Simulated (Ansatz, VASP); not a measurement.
## One calculation of Pb, two programs

The input INCAR:

```
SYSTEM = Pb
  PREC = Accurate
  ENCUT = 520
  EDIFF = 1E-6
  ISMEAR = -1
  SIGMA = 0.05
  LREAL = .FALSE.
  LASPH = .TRUE.
  NELM = 80
  ALGO = Fast
  ISIF = 2
  LWAVE = .FALSE.
  LCHARG = .FALSE.
  GGA = PE
  NBANDS = 13
```

File KPOINTS:

```
Automatic mesh
0
G
  9 9 9
  0 0 0
```

The input POSCAR:

```
Pb
1.0
    0.0193336300      2.4628699300      2.4528113600
    2.5028571400     -0.0067465600      2.4788915500
    2.4813249000      2.4674178800      0.0147856800
Pb
1
Direct
    0.0000000000      0.0000000000      0.0000000000
```

Contents of input.yaml:

```yaml
crystal:
  lattice:
    - [0.01933363, 2.46286993, 2.45281136]
    - [2.50285714, -0.00674656, 2.47889155]
    - [2.4813249, 2.46741788, 0.01478568]
  atoms:
    - { symbol: Pb, position: [0.0, 0.0, 0.0] }
hamiltonian:
  xc: pbe
  pseudopotentials: { kind: paw, azcp: { folder: soft_1 } }
kpoints:
  mp_grid: { grid: [9, 9, 9] }
scf:
  occupations: { method: fermi_dirac, width: 0.05 }
output:
  forces: true
  stress: true
  eigenvalues: true
```

Change from the starting cell: cell sheared at random, sigma 0.01, atoms nudged by 0.01 Å.

Alike in both runs: task single point; functional PBE; k mesh 9 × 9 × 9; occupations fermi-dirac, width 0.05 eV; no spin polarisation.

|  | VASP | Ansatz |
| --- | --- | --- |
| version | VASP 6.6.1 | Ansatz 0.2.0 |
| potentials or method | VASP PAW PBE potentials, release 64 (Pb_d) | Ansatz PAW soft_1 |
| plane-wave cutoff (eV) | 520 | 420 |
| valence electrons in the cell | 14 | 14 |

```csv
,VASP,Ansatz,Ansatz less VASP
gap on the k mesh at the Fermi level (eV),none,none,-
pressure (GPa),2.6,2.6,+0.03
"traceless stress, the component that is largest in VASP (GPa)",-0.59,-0.59,0.000
```

A gap of «none» marks a metal or a gap that the smearing closes.

Spin-orbit coupling is off throughout.
